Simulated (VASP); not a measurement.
A run of VASP 6.6.1:

INCAR

```
SYSTEM = Na
  PREC = Accurate
  ENCUT = 500
  EDIFF = 1E-6
  ISMEAR = -1
  SIGMA = 0.1
  LREAL = .False.
  LASPH = .True.
  NELM = 120
  ALGO = Normal
  ISIF = 2
  LWAVE = .False.
  LCHARG = .True.
  GGA = RP
  LELF = .True.
  LVHAR = .True.
  NBANDS = 14
  GGA_COMPAT = .False.
```

File KPOINTS:

```
regular mesh
0
Gamma
  8 8 8
  0 0 0
```

The input POSCAR:

```
Na
1.0
    0.0000000000      3.9349655538      3.9349655538
    3.9349655538      0.0000000000      3.9349655538
    3.9349655538      3.9349655538      0.0000000000
Na
2
Direct
    0.1250000000      0.1250000000      0.1250000000
    0.8750000000      0.8750000000      0.8750000000
```

Potentials or basis: VASP PAW PBE potentials, release 64 (Na_pv).

Launch:

```bash
$ cat potpaw_PBE.64/Na_pv/POTCAR > POTCAR
$ mpirun -np 1 vasp_std > vasp.out
```

Hardware: 1 thread of Intel Xeon 8259CL, with other jobs on the host.

Q: How long does it take, and how much memory?

A: It took 66 s on 1 thread of Intel Xeon 8259CL, on a shared host, peak memory 0.25 GiB. Counts: scf iterations 10, k points 29.
